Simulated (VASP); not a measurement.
# BaF2 (Fm-3m) in VASP: further runs, part 2 of 2

VASP 6.6.1. Earlier steps stand in the parts before.

## Step 3: Elastic constants, PBEsol

This run uses another cell than the first one, of 19.27 Å³/atom.

INCAR

```
SYSTEM = BaF2
  ALGO = Normal
  EDIFF = 1E-8
  ENCUT = 600
  GGA = PS
  GGA_COMPAT = .FALSE.
  IBRION = 6
  ISIF = 3
  ISMEAR = 0
  LASPH = .TRUE.
  LCHARG = .TRUE.
  LREAL = .FALSE.
  LWAVE = .FALSE.
  NELM = 120
  NFREE = 2
  NSW = 1
  POTIM = 0.015
  PREC = Accurate
  SIGMA = 0.01
```

KPOINTS

```
k-points
0
G
  6 6 6
  0 0 0
```

POSCAR

```
BaF2
1.0
    0.0000000000      3.0688948143      3.0688948143
    3.0688948143      0.0000000000      3.0688948143
    3.0688948143      3.0688948143      0.0000000000
Ba F
1 2
Direct
    0.0000000000      0.0000000000      0.0000000000
    0.2500000000      0.2500000000      0.2500000000
    0.7500000000      0.7500000000      0.7500000000
```

Potentials or basis: VASP PAW PBE potentials, release 64 (Ba_sv, F).

The run is started by

```bash
cat potpaw_PBE.64/Ba_sv/POTCAR potpaw_PBE.64/F/POTCAR > POTCAR
mpirun -np 1 vasp_std > vasp.out
```

OUTCAR:

```text
SYSTEM = BaF2
   EDIFF = 1E-8
   ENCUT = 600
   GGA = PS
   IBRION = 6
   ISIF = 3
   ISMEAR = 0
   LASPH = .TRUE.
   LREAL = .FALSE.
   NELM = 120
   NFREE = 2
   NSW = 1
   POTIM = 0.015
   PREC = Accurate

 ion  position               nearest neighbor table
   1  0.000  0.000  0.000-   3 2.66   3 2.66   3 2.66   2 2.66   3 2.66   2 2.66   2 2.66   2 2.66

   2  0.250  0.250  0.250-   1 2.66   1 2.66   1 2.66   1 2.66
   3  0.750  0.750  0.750-   1 2.66   1 2.66   1 2.66   1 2.66

  LATTYP: Found a face centered cubic cell.
 ALAT       =     6.1377896286

  Lattice vectors:

 A1 = (   0.0000000000,   3.0688948143,   3.0688948143)
 A2 = (   3.0688948143,   0.0000000000,   3.0688948143)
 A3 = (   3.0688948143,   3.0688948143,   0.0000000000)

Analysis of symmetry for initial positions (statically):
=====================================================================
 Subroutine PRICEL returns:
 Original cell was already a primitive cell.

 Routine SETGRP: Setting up the symmetry group for a
 face centered cubic supercell.

 Subroutine GETGRP returns: Found 48 space group operations
 (whereof 48 operations were pure point group operations)
 out of a pool of 48 trial point group operations.

The static configuration has the point symmetry O_h .

Analysis of symmetry for dynamics (positions and initial velocities):
=====================================================================
 Subroutine PRICEL returns:
 Original cell was already a primitive cell.

 Routine SETGRP: Setting up the symmetry group for a
 face centered cubic supercell.

 Subroutine GETGRP returns: Found 48 space group operations
 (whereof 48 operations were pure point group operations)
 out of a pool of 48 trial point group operations.

The dynamic configuration has the point symmetry O_h .

 Subroutine INISYM returns: Found 48 space group operations
 (whereof 48 operations are pure point group operations),
 and found     1 'primitive' translations

----------------------------------------------------------------------------------------

                                     Primitive cell

  volume of cell :      57.8064

  direct lattice vectors                    reciprocal lattice vectors
     0.000000000  3.068894814  3.068894814    -0.162925102  0.162925102  0.162925102
     3.068894814  0.000000000  3.068894814     0.162925102 -0.162925102  0.162925102
     3.068894814  3.068894814  0.000000000     0.162925102  0.162925102 -0.162925102

  length of vectors
     4.340072668  4.340072668  4.340072668     0.282194554  0.282194554  0.282194554

  position of ions in fractional coordinates (direct lattice)
     0.000000000  0.000000000  0.000000000
     0.250000000  0.250000000  0.250000000
[... 228 lines left out ...]

[... ionic steps 4 to 14 ...]

--------------------------------------- Ionic step       15  -------------------------------------------

 number of electron      23.9999988 magnetization

------------------------ aborting loop because EDIFF is reached ----------------------------------------
[... 69 lines left out ...]
--------------------------------------- Ionic step       17  -------------------------------------------

 number of electron      23.9999993 magnetization

 Free energy of the ion-electron system (eV)
  ---------------------------------------------------
  ext. energy  EPLUGINS =         0.00000000
  ---------------------------------------------------
  free energy    TOTEN  =       -17.63878605 eV

  energy without entropy =      -17.63878605  energy(sigma->0) =      -17.63878605

 E-fermi :  -2.0209     XC(G=0):  -9.0581

 val. band max:       -2.0824173708   @ k =   0.0000  -0.1667   0.1667
 cond. band min:       4.6873277221   @ k =   0.0000   0.0000   0.0000
 fundamental gap:      6.7697450930
 Fermi energy:        -2.0208824247

 k-point     1 :       0.0000    0.0000    0.0000
  band No.  band energies     occupation
      1     -25.0736      2.00000
      2     -20.9233      2.00000
      3     -20.8365      2.00000
      4      -9.8582      2.00000
      5      -9.8551      2.00000
      6      -9.8525      2.00000
[... 433 lines left out ...]
      3     -21.0503      2.00000
      4     -10.1174      2.00000
      5     -10.1147      2.00000
      6      -9.9407      2.00000
[... 8 lines left out ...]
     15       7.4460      0.00000
     16       8.3611      0.00000

 [... further k-points ...]
[... 5 lines left out ...]
  --------------------------------------------------------------------------------------
  -------------------------------------------------------------------------------------
  Total        0.4379150      0.4379096      0.4379096      0.0000000      0.0515977      0.0000000
  in kB       12.1373645     12.1372151     12.1372151      0.0000000      1.4300961      0.0000000
  external PRESSURE =      12.1372649 kB  Pullay stress =       0.0000000 kB
[... 18 lines left out ...]
  FREE ENERGIE OF THE ION-ELECTRON SYSTEM (eV)
  ---------------------------------------------------
  free  energy   TOTEN  =       -17.6387860527 eV

  energy  without entropy=      -17.6387860527  energy(sigma->0) =      -17.63878605

 INTERNAL STRAIN TENSORS FROM STRAINED CELLS
 ============================================

 INTERNAL STRAIN TENSOR FOR ION    1 for displacements in x,y,z  (eV/Angst):
          X           Y           Z          XY          YZ          ZX
  --------------------------------------------------------------------------------
  x     0.00000    -0.00000    -0.00000     0.00000     0.00000    -0.00000
  y    -0.00000    -0.00000     0.00000    -0.00000     0.00000     0.00000
  z     0.00000    -0.00000     0.00000    -0.00000     0.00000     0.00000

 INTERNAL STRAIN TENSORS FROM DISPLACED ATOMS
 ============================================

 INTERNAL STRAIN TENSOR FOR ION    1 for displacements in x,y,z  (eV/Angst):
          X           Y           Z          XY          YZ          ZX
  --------------------------------------------------------------------------------
  x     0.00000     0.00000     0.00000     0.00000     0.00000     0.00000
  y     0.00000     0.00000     0.00000     0.00000     0.00000     0.00000
  z     0.00000     0.00000     0.00000     0.00000     0.00000     0.00000

 INTERNAL STRAIN TENSOR FOR ION    3 for displacements in x,y,z  (eV/Angst):
          X           Y           Z          XY          YZ          ZX
  --------------------------------------------------------------------------------
  x     0.00000     0.00000     0.00000    -0.00000     3.43654     0.00000
  y     0.00000     0.00000     0.00000     0.00000    -0.00000     3.43654
  z     0.00000     0.00000     0.00000     3.43654     0.00000    -0.00000

 Eigenvectors and eigenvalues of the dynamical matrix
 ----------------------------------------------------

   1 f  =    7.650274 THz    48.068088 2PiTHz  255.185666 cm-1    31.638976 meV
             X         Y         Z           dx          dy          dz
      0.000000  0.000000  0.000000    -0.000000    0.000000    0.000000
      1.534447  1.534447  1.534447     0.004891    0.073192   -0.703292
      4.603342  4.603342  4.603342    -0.004891   -0.073192    0.703292
[... 43 lines left out ...]
   9 f/i=    0.003914 THz     0.024591 2PiTHz    0.130549 cm-1     0.016186 meV
             X         Y         Z           dx          dy          dz
      0.000000  0.000000  0.000000     0.089957    0.113876   -0.872738
      1.534447  1.534447  1.534447     0.033513    0.042424   -0.325133
      4.603342  4.603342  4.603342     0.033513    0.042424   -0.325133

--------------------------------------------------------------------------------------------------------

 ELASTIC MODULI CONTR FROM IONIC RELAXATION (kBar)
 Direction    XX          YY          ZZ          XY          YZ          ZX
 --------------------------------------------------------------------------------
 XX           0.0000      0.0000      0.0000      0.0000      0.0000      0.0000
 YY           0.0000      0.0000      0.0000      0.0000      0.0000      0.0000
 ZZ           0.0000      0.0000      0.0000      0.0000      0.0000      0.0000
 XY           0.0000      0.0000      0.0000   -143.8954      0.0000     -0.0000
 YZ           0.0000      0.0000      0.0000      0.0000   -143.8954     -0.0000
 ZX           0.0000      0.0000      0.0000     -0.0000     -0.0000   -143.8954
 --------------------------------------------------------------------------------

 TOTAL ELASTIC MODULI (kBar)
 Direction    XX          YY          ZZ          XY          YZ          ZX
 --------------------------------------------------------------------------------
 XX         978.8301    492.3793    492.3793      0.0000      0.0000     -0.0000
 YY         492.3793    978.8301    492.3793      0.0000     -0.0000      0.0000
 ZZ         492.3793    492.3793    978.8301      0.0000      0.0000      0.0000
 XY           0.0000      0.0000      0.0000    266.0781      0.0000     -0.0000
 YZ           0.0000     -0.0000      0.0000      0.0000    266.0781     -0.0000
 ZX          -0.0000      0.0000      0.0000     -0.0000     -0.0000    266.0781
 --------------------------------------------------------------------------------
```

OSZICAR:

```text
N       E                     dE             d eps       ncg     rms          rms(c)
DAV:   1     0.176651961423E+03    0.17665E+03   -0.14327E+04   512   0.157E+03
DAV:   2    -0.115086422813E+02   -0.18816E+03   -0.18319E+03   664   0.307E+02
DAV:   3    -0.190078871554E+02   -0.74992E+01   -0.74896E+01   720   0.720E+01
[... 205 lines left out ...]
DAV:   6    -0.176387861646E+02   -0.47149E-06   -0.16901E-06  1672   0.137E-02    0.464E-03
DAV:   7    -0.176387860102E+02    0.15443E-06   -0.18311E-06  1720   0.148E-02    0.105E-03
DAV:   8    -0.176387860436E+02   -0.33451E-07   -0.31545E-07  1800   0.529E-03    0.782E-04
DAV:   9    -0.176387860549E+02   -0.11250E-07   -0.27536E-08  1600   0.138E-03    0.437E-04
DAV:  10    -0.176387860527E+02    0.22023E-08   -0.15145E-08  1288   0.152E-03
  17 F= -.17638786E+02 E0= -.17638786E+02  d E =-.666606E-20
```

stdout:

```text
POSCAR found type information on POSCAR BaF
 POSCAR found :  2 types and       3 ions
 scaLAPACK will be used
 -----------------------------------------------------------------------------
|                                                                             |
|                                                                             |
|     You enforced a specific xc type in the INCAR file but a different       |
|     I HOPE YOU KNOW WHAT YOU ARE DOING!                                     |
[... 32 lines left out ...]
 Finite differences progress:
 bond charge predicted
 Finite differences progress:
 bond charge predicted
 Finite differences progress:
 bond charge predicted
 Finite differences progress:
 bond charge predicted
 Finite differences progress:
 bond charge predicted
 Finite differences progress:
 bond charge predicted
 Finite differences progress:
```

Run time: 10 min. Hardware: 1 thread of Oxide Virtual Turin-like, shared host; peak memory 0.27 GiB.

What came out:

- Elastic constants C11, C12, C44: 98, 49, 27 GPa
- Voigt bulk modulus: 65 GPa
- Highest phonon frequency at Γ, LO-TO splitting left out: 255 cm⁻¹

Phonon frequencies in cm⁻¹ (negative: imaginary):
| q point | frequencies |
| --- | --- |
| (0.000, 0.000, 0.000) | 0 0 0 196 196 196 255 255 255 |

Elastic tensor in Voigt notation (GPa, in the Cartesian axes of the cell as first typed):
```
98 49 49  0  0  0
49 98 49  0  0  0
49 49 98  0  0  0
 0  0  0 27  0  0
 0  0  0  0 27  0
 0  0  0  0  0 27
```

Clamped-ion elastic tensor (GPa):
```
98 49 49  0  0  0
49 98 49  0  0  0
49 49 98  0  0  0
 0  0  0 41  0  0
 0  0  0  0 41  0
 0  0  0  0  0 41
```

Caveat: the cell is under stress, which shifts elastic constants; the PAW data sets were made with another functional, which shifts forces and pressure a little; spin-orbit coupling is left out, which moves the levels of the heavy elements.
